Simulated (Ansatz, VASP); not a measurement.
## CdF2: VASP beside Ansatz

Contents of INCAR:

```
PREC = Accurate
ENCUT = 520
EDIFF = 1E-8
ISMEAR = -1
SIGMA = 0.02
LREAL = False
LASPH = True
NELM = 100
ALGO = Normal
ISIF = 2
LWAVE = False
LCHARG = False
LEFG = True
NBANDS = 20
```

File KPOINTS:

```
regular mesh
0
Gamma
  8 8 8
```

Contents of POSCAR:

```
CdF2
1.0
    0.0000000000      2.6390049769      2.6390049769
    2.6390049769      0.0000000000      2.6390049769
    2.6390049769      2.6390049769      0.0000000000
Cd F
1 2
Direct
    0.0000000000      0.0000000000      0.0000000000
    0.2500000000      0.2500000000      0.2500000000
    0.7500000000      0.7500000000      0.7500000000
```

Input for Ansatz:

```yaml
crystal:
  lattice:
    - [0.0, 2.6390049769, 2.6390049769]
    - [2.6390049769, 0.0, 2.6390049769]
    - [2.6390049769, 2.6390049769, 0.0]
  atoms:
    - { symbol: Cd, position: [0.0, 0.0, 0.0] }
    - { symbol: F, position: [0.25, 0.25, 0.25] }
    - { symbol: F, position: [0.75, 0.75, 0.75] }
kpoints:
  mp_grid: { grid: [8, 8, 8] }
scf:
  occupations: { method: fermi_dirac, width: 0.02 }
hamiltonian:
  xc: lda
  pseudopotentials: { kind: paw }
output:
  forces: true
  stress: true
  eigenvalues: true
  efg: { contact_densities: true }
```

Change from the starting cell: volume scaled by 0.94, PAW files.

Alike in both runs: task electric field gradients; functional LDA; k mesh 8 × 8 × 8; occupations fermi-dirac, width 0.02 eV; no spin polarisation.

|  | VASP | Ansatz |
| --- | --- | --- |
| version | VASP 6.6.1 | Ansatz 0.2.0 |
| potentials or method | VASP PAW LDA potentials, release 64 (Cd, F) | PAW with Ansatz's default frozen-core files, scalar-relativistic |
| plane-wave cutoff (eV) | 520 | 420 |
| valence electrons in the cell | 26 | 34 |

|  | VASP | Ansatz | Ansatz less VASP |
| --- | --- | --- | --- |
| gap on the k mesh at the Fermi level (eV) | 3.01 | 3.03 | +0.018 |
| pressure (GPa) | 2.8 | 1.4 | -1.39 |

LDA's correlation is that of Perdew and Zunger in VASP and of Perdew and Wang (1992) in Ansatz. VASP's potentials hold 26 valence electrons a cell and Ansatz's 34, so a difference there can come from the potentials and not from the codes.
